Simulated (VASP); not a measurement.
# MgO (F-43m) in VASP: G0W0 quasiparticle levels with PBE

Aim: the G0W0 quasiparticle levels of MgO with PBE.

Everything below comes from runs of VASP 6.6.1. Logs are shortened: lines on timing, memory, paths and dates and some standing lists are left out, and cuts for length are marked.

### 1 The cell of the first run

It takes space group F-43m (No. 216, cubic). Conventional cell: a = 4.564 Å, b = 4.564 Å, c = 4.564 Å, α = 90.00°, β = 90.00°, γ = 90.00°. Mg (site symmetry -43m) has 4 O at 1.98 Å within 2.6 Å. O (site symmetry -43m) has 4 Mg at 1.98 Å within 2.6 Å.

### 2 G0W0 quasiparticle levels, PBE

POSCAR reads:

```
MgO
1.0
    0.0000000000      2.2820056617      2.2820056617
    2.2820056617      0.0000000000      2.2820056617
    2.2820056617      2.2820056617      0.0000000000
Mg O
1 1
Direct
    0.0000000000      0.0000000000      0.0000000000
    0.2500000000      0.2500000000      0.2500000000
```

INCAR.step1 reads:

```
  ALGO = Normal
  EDIFF = 1E-8
  ENCUT = 500
  GGA = PE
  ISMEAR = 0
  LASPH = True
  LCHARG = False
  LREAL = False
  LWAVE = True
  NELM = 80
  PREC = Accurate
  SIGMA = 0.01
```

INCAR.step2 reads:

```
  ALGO = Exact
  EDIFF = 1E-8
  ENCUT = 500
  GGA = PE
  ISMEAR = 0
  ISTART = 1
  LASPH = True
  LCHARG = False
  LOPTICS = True
  LREAL = False
  LWAVE = True
  NBANDS = 74
  NELM = 1
  PREC = Accurate
  SIGMA = 0.01
```

INCAR.step3 reads:

```
  ALGO = EVGW0
  EDIFF = 1E-8
  ENCUT = 500
  ENCUTGW = 120.0
  GGA = PE
  ISMEAR = 0
  ISTART = 1
  LASPH = True
  LCHARG = False
  LREAL = False
  LWAVE = False
  NBANDS = 74
  NBANDSGW = 12
  NELMGW = 1
  NOMEGA = 48
  PREC = Accurate
  PRECFOCK = Fast
  SIGMA = 0.01
```

KPOINTS reads:

```
k-points
0
Gamma
  6 6 6
```

Potentials or basis: VASP PAW PBE potentials, release 64 (Mg_GW, O_GW).

Launch:

```console
$ cat potpaw_PBE.64/Mg_GW/POTCAR potpaw_PBE.64/O_GW/POTCAR > POTCAR
$ cp INCAR.step1 INCAR
$ mpirun -np 1 vasp_std > vasp.out
$ cp INCAR.step2 INCAR
$ mpirun -np 1 vasp_std > vasp.out
$ cp INCAR.step3 INCAR
$ mpirun -np 1 vasp_std > vasp.out
```

OUTCAR:

```text
EDIFF = 1E-8
   ENCUT = 500
   ENCUTGW = 120.0
   GGA = PE
   ISMEAR = 0
   ISTART = 1
   LASPH = True
   LREAL = False
   NELMGW = 1
   PREC = Accurate
   PRECFOCK = Fast

 ion  position               nearest neighbor table
   1  0.000  0.000  0.000-   2 1.98   2 1.98   2 1.98   2 1.98
   2  0.250  0.250  0.250-   1 1.98   1 1.98   1 1.98   1 1.98

  LATTYP: Found a face centered cubic cell.
 ALAT       =     4.5640113234

  Lattice vectors:

 A1 = (   0.0000000000,   2.2820056617,   2.2820056617)
 A2 = (   2.2820056617,   0.0000000000,   2.2820056617)
 A3 = (   2.2820056617,   2.2820056617,   0.0000000000)

Analysis of symmetry for initial positions (statically):
=====================================================================
 Subroutine PRICEL returns:
 Original cell was already a primitive cell.

 Routine SETGRP: Setting up the symmetry group for a
 face centered cubic supercell.

 Subroutine GETGRP returns: Found 24 space group operations
 (whereof 24 operations were pure point group operations)
 out of a pool of 48 trial point group operations.

The static configuration has the point symmetry T_d .

Analysis of symmetry for dynamics (positions and initial velocities):
=====================================================================
 Subroutine PRICEL returns:
 Original cell was already a primitive cell.

 Routine SETGRP: Setting up the symmetry group for a
 face centered cubic supercell.

 Subroutine GETGRP returns: Found 24 space group operations
 (whereof 24 operations were pure point group operations)
 out of a pool of 48 trial point group operations.

The dynamic configuration has the point symmetry T_d .

 Subroutine INISYM returns: Found 24 space group operations
 (whereof 24 operations are pure point group operations),
 and found     1 'primitive' translations

----------------------------------------------------------------------------------------

                                     Primitive cell

  volume of cell :      23.7673

  direct lattice vectors                    reciprocal lattice vectors
     0.000000000  2.282005662  2.282005662    -0.219105504  0.219105504  0.219105504
     2.282005662  0.000000000  2.282005662     0.219105504 -0.219105504  0.219105504
     2.282005662  2.282005662  0.000000000     0.219105504  0.219105504 -0.219105504

  length of vectors
     3.227243356  3.227243356  3.227243356     0.379501865  0.379501865  0.379501865

  position of ions in fractional coordinates (direct lattice)
     0.000000000  0.000000000  0.000000000
     0.250000000  0.250000000  0.250000000

  ion indices of the primitive-cell ions
   primitive index   ion index
                 1           1
                 2           2

----------------------------------------------------------------------------------------

 KPOINTS: k-points

Automatic generation of k-mesh.
 Grid dimensions read from file:
 generate k-points for:    6    6    6

 Generating k-lattice:

  Cartesian coordinates                     Fractional coordinates (reciprocal lattice)
    -0.036517584  0.036517584  0.036517584     0.166666667  0.000000000  0.000000000
     0.036517584 -0.036517584  0.036517584     0.000000000  0.166666667  0.000000000
     0.036517584  0.036517584 -0.036517584     0.000000000  0.000000000  0.166666667

  Length of vectors
     0.063250311  0.063250311  0.063250311

  Shift w.r.t. Gamma in fractional coordinates (k-lattice)
     0.000000000  0.000000000  0.000000000

 Subroutine IBZKPT returns following result:
 ===========================================

 Found     16 irreducible k-points:

 Following reciprocal coordinates:
            Coordinates               Weight
  0.000000  0.000000  0.000000      1.000000
  0.166667  0.000000  0.000000      8.000000
  0.333333  0.000000  0.000000      8.000000
  0.500000  0.000000  0.000000      4.000000
  0.166667  0.166667  0.000000      6.000000
  0.333333  0.166667  0.000000     24.000000
[... 8 lines left out ...]
 -0.333333  0.333333  0.166667     24.000000
 -0.333333  0.500000  0.166667     12.000000
   k-points           NKPTS =     16   k-points in BZ     NKDIM =    216   number of bands    NBANDS=     74
   number of dos      NEDOS =    301   number of ions     NIONS =      2
   total plane-waves  NPLWV =  13824
   dimension x,y,z NGX =    24 NGY =   24 NGZ =   24
   dimension x,y,z NGXF=    48 NGYF=   48 NGZF=   48
   ions per type =               1   1
   NGX,Y,Z   is equivalent  to a cutoff of  12.36, 12.36, 12.36 a.u.
   NGXF,Y,Z  is equivalent  to a cutoff of  24.73, 24.73, 24.73 a.u.
 SYSTEM =  unknown system
   PREC   = accura    normal or accurate (medium, high low for compatibility)
   ISTART =      1    job   : 0-new  1-cont  2-samecut
   ICHARG =      0    charge: 1-file 2-atom 10-const
   ISPIN  =      1    spin polarized calculation?
   LNONCOLLINEAR =      F non collinear calculations
   LSORBIT =      F    spin-orbit coupling
   LASPH  =      T    aspherical Exc in radial PAW
   ENCUT  =  500.0 eV  36.75 Ry    6.06 a.u.   5.88  5.88  5.88*2*pi/ulx,y,z
   NELM   =     60;   NELMIN=  2; NELMDL=  0     # of ELM steps
   EDIFF  = 0.1E-07   stopping-criterion for ELM
   LREAL  =      F    real-space projection
   EDIFFG = 0.1E-06   stopping-criterion for IOM
   NSW    =      0    number of steps for IOM
   IBRION =     -1    ionic relax: 0-MD 1-quasi-New 2-CG
   NFREE  =      0    steps in history (QN), initial steepest desc. (CG)
   ISIF   =      0    stress and relaxation
   ISYM   =      3    0-nonsym 1-usesym 2-fastsym
   POTIM  = 0.5000    time-step for ionic-motion
   TEBEG  =    0.0;   TEEND  =   0.0 temperature during run
   PSTRESS=    0.0 pullay stress
   NELECT =       8.0000    total number of electrons
   NUPDOWN=      -1.0000    fix difference up-down
   EMIN   =  10.00;   EMAX   =-10.00  energy-range for DOS
   EFERMI =   0.00;   METHOD = LEGACY
   ISMEAR =     0;   SIGMA  =   0.01  broadening in eV -4-tet -1-fermi 0-gaus
   EFERMI_NEDOS =   21; number of points for ismear=-14 and -15
   IALGO  =     38    algorithm
   IMIX   =      4    mixing-type and parameters
     AMIX     =   0.40;   BMIX     =  1.00
     AMIX_MAG =   1.60;   BMIX_MAG =  1.00
  volume/ion in A,a.u.               =      11.88        80.19
  Fermi-wavevector in a.u.,A,eV,Ry     =   1.138793  2.152007 17.644708  1.296849
  Thomas-Fermi vector in A             =   2.275497
   LORBIT       =      0    0 simple, 1 ext, 2 COOP (PROOUT), +10 PAW based schemes
   GGA     = PE    functional components
   LHFCALC =     T    Hartree Fock is set to
   PRECFOCK=fast      Normal, Fast or Accurate (Low or Medium for compatibility)
   ENCUT4O =  -1.0   cutoff for four orbital integrals eV
   NKREDX  =     1    reduce k-point grid by
   NKREDY  =     1    reduce k-point grid by
   NKREDZ  =     1    reduce k-point grid by
   AEXX    =    1.0000 exact exchange contribution
   HFSCREEN=    0.0000 screening length (either q_TF or 0.3 A-1)
   HFSCREENC=   0.0000 screening length for correlation (either q_TF or 0.3 A-1)
   ENCUTFOCK=  -1.0 apply spherical cutoff to Coloumb kernel
   IVDW    =     0    specifies the selected vdW correction
   LEPSILON=     F    determine dielectric tensor
   LRPA    =     F    only Hartree local field effects (RPA)
   LRPAFORCE           =     F    calculate RPA forces
   ENCUTGW             = 120.0    cutoff for response function in eV
   ENCUTGWSOFT         =  96.0    soft cutoff for Coulomb kernel in GW response function in eV
   ENCUTLF             =  -1.0    cutoff for local field effects
   NELMGW              =     1    number of iterations in solving QP/BSE equation
   NELMHF              =     1    number of iterations in the inner HF iteration
   NKREDLFX            =     1    NKREDLFY  =   1   NKREDLFZ  =   1
 non-spin polarized calculation
 Gauss-broadening in eV      SIGMA  =   0.01
  energy-cutoff  :      500.00
  volume of cell :       23.77
 maximum number of plane-waves:       620
  NGX = 14; NGY = 14; NGZ = 14
   NGX = 11   NGY = 11   NGZ = 11
 maximum number of plane-waves:        76
 NGX is ok and might be reduce to    14

 QP shifts <psi_nk| G(iteration)W_0 |psi_nk>: iteration 1
 for sc-GW calculations column KS-energies equals QP-energies in previous step
 and V_xc(KS)=  KS-energies - (<T + V_ion + V_H > + <T+V_H+V_ion>^1  + <V_x>^1)

 k-point   1 :       0.0000    0.0000    0.0000
  band No.  KS-energies  QP-energies   sigma(KS)   V_xc(KS)     V^pw_x(r,r')   Z            occupation Imag(sigma)

      1     -15.1238     -17.1595     -21.5267     -18.5793     -30.2539       0.6907       2.0000       1.1006
      2       0.7826      -0.4522     -20.6290     -18.9904     -24.6453       0.7536       2.0000       0.1029
      3       0.7826      -0.4522     -20.6290     -18.9904     -24.6453       0.7536       2.0000       0.1029
      4       0.7826      -0.4522     -20.6290     -18.9904     -24.6453       0.7536       2.0000       0.1029
      5       4.4265       5.2796      -8.8094      -9.8352      -5.8718       0.8317       0.0000      -0.0580
      6      17.5611      18.8794      -6.9089      -8.5466      -2.6379       0.8049       0.0000      -0.1623
      7      17.5611      18.8794      -6.9089      -8.5466      -2.6379       0.8049       0.0000      -0.1623
      8      17.5611      18.8794      -6.9089      -8.5466      -2.6379       0.8049       0.0000      -0.1623
      9      21.1094      22.4798      -7.1020      -8.7929      -2.6312       0.8105       0.0000      -0.3115
     10      21.1094      22.4798      -7.1020      -8.7929      -2.6312       0.8105       0.0000      -0.3115
     11      21.1908      22.0550      -7.1710      -8.2860      -2.0405       0.7751       0.0000      -0.6130
     12      21.1908      22.0550      -7.1710      -8.2860      -2.0405       0.7751       0.0000      -0.6130

 k-point   2 :       0.1667    0.0000    0.0000
  band No.  KS-energies  QP-energies   sigma(KS)   V_xc(KS)     V^pw_x(r,r')   Z            occupation Imag(sigma)

      1     -14.9662     -16.9876     -21.7100     -18.7778     -30.4266       0.6894       2.0000       1.0698
      2      -0.2913      -1.6797     -18.5983     -16.7499     -22.3836       0.7512       2.0000       0.1098
      3       0.7356      -0.5135     -20.5889     -18.9277     -24.6233       0.7519       2.0000       0.1034
      4       0.7356      -0.5135     -20.5889     -18.9277     -24.6233       0.7519       2.0000       0.1034
      5       5.7308       6.7436     -10.3353     -11.5726      -7.5336       0.8186       0.0000      -0.0589
      6      15.5237      16.7108      -7.4718      -8.9594      -3.1864       0.7981       0.0000      -0.2009
      7      17.2755      18.5158      -6.9738      -8.5051      -2.6331       0.8100       0.0000      -0.2216
      8      17.2755      18.5158      -6.9738      -8.5051      -2.6331       0.8100       0.0000      -0.2216
      9      19.4479      20.6353      -6.8040      -8.2919      -2.3026       0.7980       0.0000      -0.2921
     10      19.4479      20.6353      -6.8040      -8.2919      -2.3026       0.7980       0.0000      -0.2921
     11      20.2790      21.2643      -6.3575      -7.5300      -1.6293       0.8403       0.0000      -0.6404
     12      24.4767      25.8915      -7.7881      -9.4699      -2.6541       0.8412       0.0000      -0.8682
[... 196 lines left out ...]
      1     -14.3040     -16.2601     -22.5686     -19.6985     -31.2416       0.6816       2.0000       0.9477
      2      -1.4545      -3.0591     -17.6576     -15.4835     -21.6897       0.7380       2.0000       0.1359
      3      -0.5771      -2.0569     -18.8927     -16.9054     -22.9556       0.7447       2.0000       0.1212
      4       0.1550      -1.2286     -19.7381     -17.8910     -23.7781       0.7491       2.0000       0.1091
      5       8.9088       9.9507      -8.6012      -9.8996      -5.0778       0.8024       0.0000      -0.0894
      6      11.7248      12.9583      -9.0255     -10.5691      -5.1892       0.7991       0.0000      -0.1160
      7      14.0705      15.5787      -9.1726     -11.0746      -4.9940       0.7929       0.0000      -0.1776
      8      15.7832      17.1074      -8.1689      -9.8284      -3.7190       0.7980       0.0000      -0.2671
      9      20.5406      21.8701      -7.1459      -8.8062      -2.4005       0.8008       0.0000      -0.3879
     10      21.4358      22.6886      -7.2769      -8.8309      -2.3791       0.8062       0.0000      -0.4964
     11      26.1931      27.8705      -7.8039      -9.7877      -2.7596       0.8456       0.0000      -0.8625
     12      26.5976      28.4548      -8.4263     -10.6266      -3.3197       0.8441       0.0000      -0.8887

 k-point  16 :      -0.3333    0.5000    0.1667
  band No.  KS-energies  QP-energies   sigma(KS)   V_xc(KS)     V^pw_x(r,r')   Z            occupation Imag(sigma)

      1     -14.2533     -16.2100     -22.6320     -19.7663     -31.3011       0.6828       2.0000       0.9402
      2      -1.3413      -2.9156     -18.0646     -15.9276     -22.1687       0.7367       2.0000       0.1361
      3      -0.4528      -1.9249     -19.0889     -17.1134     -23.1649       0.7452       2.0000       0.1189
      4      -0.1921      -1.6449     -19.0643     -17.1259     -23.0422       0.7495       2.0000       0.1120
      5       8.0705       8.9798      -7.6825      -8.7958      -4.2299       0.8168       0.0000      -0.0798
      6      12.3678      13.6359      -9.4324     -11.0306      -5.5559       0.7935       0.0000      -0.1229
      7      14.7197      16.4929      -9.9934     -12.2504      -5.7334       0.7857       0.0000      -0.1936
      8      15.3464      16.5611      -7.9180      -9.4359      -3.4132       0.8003       0.0000      -0.2853
      9      19.2544      20.5369      -7.7115      -9.3599      -2.8704       0.7780       0.0000      -0.3876
     10      23.5427      24.8324      -6.9280      -8.5163      -2.0012       0.8120       0.0000      -0.5591
     11      24.6213      26.4704      -8.7217     -10.8843      -3.6848       0.8550       0.0000      -0.8770
     12      27.5760      29.5508      -8.7013     -11.1281      -3.5432       0.8138       0.0000      -0.8528
```

Wall time 2.3 min (1 thread of Intel Xeon Platinum 8488C (Sapphire Rapids), shared host); peak memory 0.35 GiB.

What came out:

```
Quasiparticle gap                                   : 5.73 eV
Least direct quasiparticle gap                      : 5.73 eV
Band gap of the starting levels on the mesh         : 3.64 eV
Least direct gap of the starting levels on the mesh : 3.64 eV
```

Caveat: the k points lie up to 0.40 Å⁻¹ apart; bands, screening cutoff and mesh are small and nothing is extrapolated, so the quasiparticle values aren't converged; the structure was generated, so it needn't be the stable form of MgO.
